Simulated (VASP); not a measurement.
# Te2Mo in VASP: a series of runs

Te2Mo is run at these levels: PBEsol; tasks: single point.

All numbers are computed with VASP 6.6.1; they aren't measurements. Logs are shortened: lines on timing, memory, paths and dates and some standing lists are left out, and cuts for length are marked.

### 1 The cell of the first run

The cell holds a slab with vacuum, 3 atoms: a = 3.506 Å, b = 3.507 Å, c = 17.482 Å, α = 90.07°, β = 90.35°, γ = 120.07°.

### 2 Single point, PBEsol

INCAR reads:

```
SYSTEM = Te2Mo
PREC = Accurate
ENCUT = 520
EDIFF = 1E-6
ISMEAR = 1
SIGMA = 0.1
LREAL = .FALSE.
LASPH = .TRUE.
NELM = 80
ALGO = Normal
ISIF = 2
LWAVE = .FALSE.
LCHARG = .TRUE.
GGA = PS
LELF = .TRUE.
LVHAR = .TRUE.
NBANDS = 20
```

KPOINTS reads:

```
Automatic mesh
0
G
  6 6 2
  0 0 0
```

POSCAR reads:

```
Te2Mo
1.0
    3.5054846414     -0.0026941272     -0.0108357976
   -1.7550755736      3.0368100353     -0.0021477004
   -0.0536344231     -0.0432049363     17.4821266362
Te Mo
2 1
Direct
    0.3277873553      0.6526239897      0.8972768682
    0.3366002596      0.6582131824      0.1032469701
   -0.0007661674     -0.0113705968      0.0002971811
```

Potentials or basis: VASP PAW PBE potentials, release 64 (Te, Mo_sv).

Launch:

```console
$ cat potpaw_PBE.64/Te/POTCAR potpaw_PBE.64/Mo_sv/POTCAR > POTCAR
$ mpirun -np 1 vasp_std > vasp.out
```

OUTCAR:

```text
SYSTEM = Te2Mo
   PREC = Accurate
   ENCUT = 520
   EDIFF = 1E-6
   ISMEAR = 1
   LREAL = .FALSE.
   LASPH = .TRUE.
   NELM = 80
   ISIF = 2
   GGA = PS

 ion  position               nearest neighbor table
   1  0.328  0.653  0.897-   3 2.71   3 2.71   3 2.71   2 3.60
   2  0.337  0.658  0.103-   3 2.71   3 2.71   3 2.71   1 3.60
   3  0.999  0.989  0.000-   2 2.71   2 2.71   1 2.71   2 2.71   1 2.71   1 2.71

  LATTYP: Found a triclinic cell.
 ALAT       =     3.5028502423
 B/A-ratio  =     1.0007571496
 C/A-ratio  =     4.9908677473
 COS(alpha) =     0.0061570775
 COS(beta)  =     0.0073802539
 COS(gamma) =     0.4990531578

  Lattice vectors:

 A1 = (   1.7504090678,   3.0341159081,  -0.0129834980)
 A2 = (   3.5054846414,  -0.0026941272,  -0.0108357976)
 A3 = (   0.0536344231,   0.0432049363, -17.4821266362)

Analysis of symmetry for initial positions (statically):
=====================================================================
 Subroutine PRICEL returns:
 Original cell was already a primitive cell.

 Routine SETGRP: Setting up the symmetry group for a
 triclinic supercell.

 Subroutine GETGRP returns: Found  1 space group operations
 (whereof  1 operations were pure point group operations)
 out of a pool of  2 trial point group operations.

The static configuration has the point symmetry C_1 .

Analysis of symmetry for dynamics (positions and initial velocities):
=====================================================================
 Subroutine PRICEL returns:
 Original cell was already a primitive cell.

 Routine SETGRP: Setting up the symmetry group for a
 triclinic supercell.

 Subroutine GETGRP returns: Found  1 space group operations
 (whereof  1 operations were pure point group operations)
 out of a pool of  2 trial point group operations.

The dynamic configuration has the point symmetry C_1 .

 Subroutine INISYM returns: Found  1 space group operations
 (whereof  1 operations are pure point group operations),
 and found     1 'primitive' translations

----------------------------------------------------------------------------------------

                                     Primitive cell

  volume of cell :     186.0202

  direct lattice vectors                    reciprocal lattice vectors
     3.505484641 -0.002694127 -0.010835798     0.285397993  0.164942092  0.001283223
    -1.755075574  3.036810035 -0.002147700     0.000255710  0.329441265  0.000814958
    -0.053634423 -0.043204936 17.482126636     0.000176927  0.000142707  0.057202174

  length of vectors
     3.505502424  3.507493417 17.482262298     0.329635488  0.329442373  0.057202626

  position of ions in fractional coordinates (direct lattice)
     0.327787355  0.652623990  0.897276868
     0.336600260  0.658213182  0.103246970
     0.999233833  0.988629403  0.000297181

  ion indices of the primitive-cell ions
   primitive index   ion index
                 1           1
                 2           2
                 3           3

----------------------------------------------------------------------------------------

 KPOINTS: Automatic mesh

Automatic generation of k-mesh.
 Grid dimensions read from file:
 generate k-points for:    6    6    2

 Generating k-lattice:

  Cartesian coordinates                     Fractional coordinates (reciprocal lattice)
     0.047566332  0.027490349  0.000213871     0.166666667 -0.000000000  0.000000000
     0.000042618  0.054906878  0.000135826    -0.000000000  0.166666667  0.000000000
     0.000088464  0.000071353  0.028601087    -0.000000000  0.000000000  0.500000000

  Length of vectors
     0.054939248  0.054907062  0.028601313

  Shift w.r.t. Gamma in fractional coordinates (k-lattice)
     0.000000000  0.000000000  0.000000000

 Subroutine IBZKPT returns following result:
 ===========================================

 Found     40 irreducible k-points:

 Following reciprocal coordinates:
            Coordinates               Weight
  0.000000  0.000000  0.000000      1.000000
  0.166667 -0.000000  0.000000      2.000000
  0.333333  0.000000 -0.000000      2.000000
  0.500000  0.000000  0.000000      1.000000
  0.000000  0.166667  0.000000      2.000000
  0.166667  0.166667 -0.000000      2.000000
[... 16 lines left out ...]
  0.333333  0.000000  0.500000      2.000000
  0.500000  0.000000  0.500000      1.000000
 [... further k-points ...]
   k-points           NKPTS =     40   k-points in BZ     NKDIM =     40   number of bands    NBANDS=     20
   number of dos      NEDOS =    301   number of ions     NIONS =      3
   total plane-waves  NPLWV = 109760
   dimension x,y,z NGX =    28 NGY =   28 NGZ =  140
   dimension x,y,z NGXF=    56 NGYF=   56 NGZF=  280
   ions per type =               2   1
   NGX,Y,Z   is equivalent  to a cutoff of  13.28, 13.27, 13.31 a.u.
   NGXF,Y,Z  is equivalent  to a cutoff of  26.56, 26.54, 26.63 a.u.
 SYSTEM =  Te2Mo
   PREC   = accura    normal or accurate (medium, high low for compatibility)
   ISTART =      0    job   : 0-new  1-cont  2-samecut
   ICHARG =      2    charge: 1-file 2-atom 10-const
   ISPIN  =      1    spin polarized calculation?
   LNONCOLLINEAR =      F non collinear calculations
   LSORBIT =      F    spin-orbit coupling
   LASPH  =      T    aspherical Exc in radial PAW
   ENCUT  =  520.0 eV  38.22 Ry    6.18 a.u.   6.52  6.52 32.51*2*pi/ulx,y,z
   NELM   =     80;   NELMIN=  2; NELMDL= -5     # of ELM steps
   EDIFF  = 0.1E-05   stopping-criterion for ELM
   LREAL  =      F    real-space projection
[... 7 lines left out ...]
   TEBEG  =    0.0;   TEEND  =   0.0 temperature during run
   PSTRESS=    0.0 pullay stress
   NELECT =      26.0000    total number of electrons
   NUPDOWN=      -1.0000    fix difference up-down
   EMIN   =  10.00;   EMAX   =-10.00  energy-range for DOS
   EFERMI =   0.00;   METHOD = LEGACY
   ISMEAR =     1;   SIGMA  =   0.10  broadening in eV -4-tet -1-fermi 0-gaus
   EFERMI_NEDOS =   21; number of points for ismear=-14 and -15
   IALGO  =     38    algorithm
   IMIX   =      4    mixing-type and parameters
     AMIX     =   0.40;   BMIX     =  1.00
     AMIX_MAG =   1.60;   BMIX_MAG =  1.00
  volume/ion in A,a.u.               =      62.01       418.44
  Fermi-wavevector in a.u.,A,eV,Ry     =   0.849596  1.605504  9.820871  0.721814
  Thomas-Fermi vector in A             =   1.965442
   LORBIT       =      0    0 simple, 1 ext, 2 COOP (PROOUT), +10 PAW based schemes
   GGA     = PS    functional components
   LHFCALC =     F    Hartree Fock is set to
   AEXX    =    0.0000 exact exchange contribution
   IVDW    =     0    specifies the selected vdW correction
   LEPSILON=     F    determine dielectric tensor
   LRPA    =     F    only Hartree local field effects (RPA)
 non-spin polarized calculation
 Methfessel and Paxton  Order N= 1 SIGMA  =   0.10
  energy-cutoff  :      520.00
  volume of cell :      186.02
 maximum number of plane-waves:      5074
 NGX is ok and might be reduce to    28
   NGX = 13   NGY = 13   NGZ = 65

 number of electron      26.0000001 magnetization

 Free energy of the ion-electron system (eV)
  ---------------------------------------------------
  ext. energy  EPLUGINS =         0.00000000
  ---------------------------------------------------
  free energy    TOTEN  =       -19.61139824 eV

  energy without entropy =      -19.61172304  energy(sigma->0) =      -19.61150651

 E-fermi :   0.2904     XC(G=0):  -4.8341

 val. band max:        0.2062477780   @ k =   0.3333   0.3333   0.0000
 cond. band min:       1.3725541952   @ k =   0.3333   0.3333   0.0000
 fundamental gap:      1.1663064172
 Fermi energy:         0.2903890336

 k-point     1 :       0.0000    0.0000    0.0000
  band No.  band energies     occupation
      1     -60.3326      2.00000
      2     -34.5416      2.00000
      3     -34.3957      2.00000
      4     -34.3933      2.00000
      5     -12.5292      2.00000
      6     -11.5519      2.00000
[... 12 lines left out ...]
     19       4.9596      0.00000
     20       5.8100      0.00000

 k-point     2 :       0.1667   -0.0000    0.0000
  band No.  band energies     occupation
      1     -60.3300      2.00000
      2     -34.5339      2.00000
      3     -34.4283      2.00000
      4     -34.4036      2.00000
      5     -12.1394      2.00000
      6     -11.2821      2.00000
[... 12 lines left out ...]
     19       5.4225      0.00000
     20       6.2929      0.00000

 k-point     3 :       0.3333    0.0000   -0.0000
  band No.  band energies     occupation
      1     -60.3247      2.00000
      2     -34.5184      2.00000
      3     -34.4971      2.00000
      4     -34.4197      2.00000
      5     -11.1483      2.00000
      6     -10.6082      2.00000
[... 12 lines left out ...]
     19       6.1202      0.00000
     20       6.3468      0.00000

 k-point     4 :       0.5000    0.0000    0.0000
  band No.  band energies     occupation
      1     -60.3221      2.00000
      2     -34.5311      2.00000
      3     -34.5107      2.00000
      4     -34.4278      2.00000
      5     -10.4360      2.00000
      6     -10.1533      2.00000
[... 12 lines left out ...]
     19       6.1605      0.00000
     20       6.8504      0.00000

 k-point     5 :       0.0000    0.1667    0.0000
  band No.  band energies     occupation
      1     -60.3300      2.00000
      2     -34.5339      2.00000
      3     -34.4291      2.00000
      4     -34.4027      2.00000
      5     -12.1400      2.00000
      6     -11.2827      2.00000
[... 12 lines left out ...]
     19       5.4221      0.00000
     20       6.2929      0.00000

 k-point     6 :       0.1667    0.1667   -0.0000
  band No.  band energies     occupation
      1     -60.3260      2.00000
      2     -34.5223      2.00000
      3     -34.4737      2.00000
      4     -34.4220      2.00000
      5     -11.4400      2.00000
      6     -10.8013      2.00000
[... 12 lines left out ...]
     19       6.2773      0.00000
     20       7.1094      0.00000

 k-point     7 :       0.3333    0.1667   -0.0000
  band No.  band energies     occupation
      1     -60.3221      2.00000
      2     -34.5139      2.00000
      3     -34.5107      2.00000
      4     -34.4451      2.00000
      5     -10.4877      2.00000
      6     -10.1674      2.00000
[... 12 lines left out ...]
     19       7.1006      0.00000
     20       7.1204      0.00000
[... 277 lines left out ...]
 k-point    20 :       0.5000    0.5000    0.0000
  band No.  band energies     occupation
      1     -60.3222      2.00000
      2     -34.5326      2.00000
      3     -34.5108      2.00000
      4     -34.4253      2.00000
      5     -10.4435      2.00000
      6     -10.1636      2.00000
[... 12 lines left out ...]
     19       6.1767      0.00000
     20       6.8610      0.00000

 k-point    21 :      -0.0000    0.0000    0.5000
  band No.  band energies     occupation
      1     -60.3326      2.00000
      2     -34.5416      2.00000
      3     -34.3957      2.00000
      4     -34.3933      2.00000
      5     -12.5292      2.00000
      6     -11.5519      2.00000
[... 12 lines left out ...]
     19       4.7002      0.00000
     20       6.2247      0.00000

 k-point    22 :       0.1667   -0.0000    0.5000
  band No.  band energies     occupation
      1     -60.3300      2.00000
      2     -34.5339      2.00000
      3     -34.4283      2.00000
      4     -34.4036      2.00000
      5     -12.1394      2.00000
      6     -11.2821      2.00000
[... 12 lines left out ...]
     19       5.1639      0.00000
     20       6.6648      0.00000

 k-point    23 :       0.3333    0.0000    0.5000
  band No.  band energies     occupation
      1     -60.3247      2.00000
      2     -34.5184      2.00000
      3     -34.4971      2.00000
      4     -34.4197      2.00000
      5     -11.1483      2.00000
      6     -10.6082      2.00000
[... 12 lines left out ...]
     19       6.1603      0.00000
     20       6.2724      0.00000

 k-point    24 :       0.5000    0.0000    0.5000
  band No.  band energies     occupation
      1     -60.3221      2.00000
      2     -34.5311      2.00000
      3     -34.5107      2.00000
      4     -34.4278      2.00000
      5     -10.4360      2.00000
      6     -10.1533      2.00000
[... 12 lines left out ...]
     19       6.1602      0.00000
     20       6.8527      0.00000

 [... further k-points ...]

------------------------ aborting loop because EDIFF is reached ----------------------------------------

  FORCE on cell =-STRESS in cart. coord.  units (eV):
  Direction    XX          YY          ZZ          XY          YZ          ZX
  --------------------------------------------------------------------------------------
  -------------------------------------------------------------------------------------
  Total       -0.3057837     -0.3041360     -0.0144710      0.0298808      0.0115340      0.0137636
  in kB       -2.6336907     -2.6194990     -0.1246378      0.2573608      0.0993417      0.1185452
  external PRESSURE =      -1.7926092 kB  Pullay stress =       0.0000000 kB

 VOLUME and BASIS-vectors are now :
 -----------------------------------------------------------------------------
  energy-cutoff  :      520.00
  volume of cell :      186.02
      direct lattice vectors                 reciprocal lattice vectors
     3.505484641 -0.002694127 -0.010835798     0.285397993  0.164942092  0.001283223
    -1.755075574  3.036810035 -0.002147700     0.000255710  0.329441265  0.000814958
    -0.053634423 -0.043204936 17.482126636     0.000176927  0.000142707  0.057202174

 POSITION                                       TOTAL-FORCE (eV/Angst)
 -----------------------------------------------------------------------------------
     -0.04448      1.94225     15.68135         0.002112     -0.005207      0.007807
      0.01920      1.99350      1.79992         0.009091      0.000659      0.005970
      1.76766      2.99957     -0.00776        -0.011203      0.004548     -0.013776
 -----------------------------------------------------------------------------------
    total drift:                                0.000067     -0.000026     -0.000023

  FREE ENERGIE OF THE ION-ELECTRON SYSTEM (eV)
  ---------------------------------------------------
  free  energy   TOTEN  =       -19.6113982447 eV

  energy  without entropy=      -19.6117230417  energy(sigma->0) =      -19.61150651
```

Run time: 3.4 min. Hardware: 1 thread of Intel Xeon Platinum 8259CL at 2.50GHz (Skylake/Cascade Lake), shared host; peak memory 0.39 GiB.

What came out:

```
Free energy            : -19.6114 eV
Largest force          : 0.018 eV/Å
Band gap on the k mesh : 1.17 eV
```

Forces in eV/Å, atoms in the order of the input:
```
Te   0.002 -0.005  0.008
Te   0.009  0.001  0.006
Mo  -0.011  0.005 -0.014
```

Caveat: the PAW data sets were made with another functional, which shifts forces and pressure a little; spin-orbit coupling is left out, which moves the levels of the heavy elements.

### 3 Single point, PBEsol

This run uses another cell than the first one.

INCAR reads:

```
SYSTEM = Te2Mo
  ALGO = Normal
  EDIFF = 1E-6
  ENCUT = 520
  GGA = PS
  ISIF = 2
  ISMEAR = 1
  LASPH = .True.
  LCHARG = .False.
  LREAL = .False.
  LWAVE = .False.
  NBANDS = 20
  NELM = 80
  PREC = Accurate
  SIGMA = 0.1
```

KPOINTS reads:

```
k-points
0
Gamma
  6 6 2
  0 0 0
```

POSCAR reads:

```
Te2Mo
1.0
    3.5386270859     -0.0028964552     -0.0041680579
   -1.7718219546      3.0653586025     -0.0007732751
   -0.0205173908     -0.0162408879     17.4440482252
Te Mo
2 1
Direct
    0.3241090307      0.6515405088      0.8975681878
    0.3368765949      0.6596648509      0.1029094682
    0.0026358258     -0.0117387864      0.0003432922
```

Potentials or basis: VASP PAW PBE potentials, release 64 (Te, Mo_sv).

Launch:

```console
$ cat potpaw_PBE.64/Te/POTCAR potpaw_PBE.64/Mo_sv/POTCAR > POTCAR
$ mpirun -np 1 vasp_std > vasp.out
```

Wall time 3.6 min (1 thread of Intel Xeon Platinum 8259CL at 2.50GHz (Skylake/Cascade Lake), shared host); peak memory 0.39 GiB.

Results (log left out):

- Free energy: -19.5954 eV
- Largest force: 0.281 eV/Å
- Band gap on the k mesh: 1.09 eV

Forces in eV/Å, atoms in the order of the input:
```
Te   0.208  0.040  0.055
Te   0.069 -0.071 -0.021
Mo  -0.277  0.031 -0.034
```

Levels at points of the mesh, in eV from the valence-band top:
```csv
k point,band 9,band 10,band 11,band 12,band 13,band 14,band 15,band 16,band 17,band 18
"(0.00, 0.00, 0.00)",-1.68,-1.66,-0.95,-0.83,-0.43,3.08,3.20,3.40,3.49,4.30
"(0.50, 0.00, 0.00)",-3.34,-2.34,-1.55,-0.71,-0.31,1.44,1.78,3.30,3.78,3.96
"(0.00, 0.50, 0.00)",-3.33,-2.31,-1.57,-0.74,-0.29,1.44,1.78,3.33,3.78,3.97
"(0.50, 0.50, 0.00)",-3.31,-2.28,-1.61,-0.76,-0.28,1.42,1.77,3.40,3.77,3.98
"(0.00, 0.00, 0.50)",-1.68,-1.66,-0.95,-0.83,-0.43,3.08,3.20,3.40,3.49,4.44
"(0.50, 0.00, 0.50)",-3.34,-2.34,-1.55,-0.71,-0.31,1.44,1.78,3.30,3.78,3.96
"(0.00, 0.50, 0.50)",-3.33,-2.31,-1.57,-0.74,-0.29,1.44,1.78,3.33,3.78,3.97
"(0.50, 0.50, 0.50)",-3.31,-2.28,-1.61,-0.76,-0.28,1.42,1.77,3.40,3.77,3.98
```

Caveat: the PAW data sets were made with another functional, which shifts forces and pressure a little; spin-orbit coupling is left out, which moves the levels of the heavy elements.
